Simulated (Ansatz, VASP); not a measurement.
## Two plane-wave programs on Al3P2

```xyz
5
Lattice="1.7392 1.0041 8.0141 -1.7392 1.0041 8.0141 0.0000 -2.0083 8.0141" Properties=species:S:1:pos:R:3 pbc="T T T"
Al    0.0000    0.0000    0.0000
Al    0.0000    0.0000    5.0898
Al    0.0000    0.0000   18.9527
P     0.0000    0.0000    9.6362
P     0.0000    0.0000   14.4062
```

Change from the starting cell: species swapped into the Bi2Se3 type (R-3m, No. 166).

Alike in both runs: task relaxation of cell and atoms; functional PBE; k mesh 6 × 6 × 6; occupations gaussian, width 0.1 eV; no spin polarisation.

|  | VASP | Ansatz |
| --- | --- | --- |
| version | VASP 6.6.1 | Ansatz 0.2.0 |
| potentials or method | VASP PAW PBE potentials, release 64 (Al, P), cutoff 600 eV | scalar-relativistic, plane waves, PAW |
| valence electrons in the cell | 19 | 19 |

|  | VASP | Ansatz | Ansatz less VASP |
| --- | --- | --- | --- |
| gap on the k mesh at the Fermi level, each at its own relaxed structure (eV) | none | none | - |
| relaxed volume (Å³/atom) | 17.32 | 17.34 | +0.027 |
| relaxed cell length with the largest relative difference (Å) | 7.942 | 7.962 | +0.0205 |

A gap of «none» marks a metal or a gap that the smearing closes.
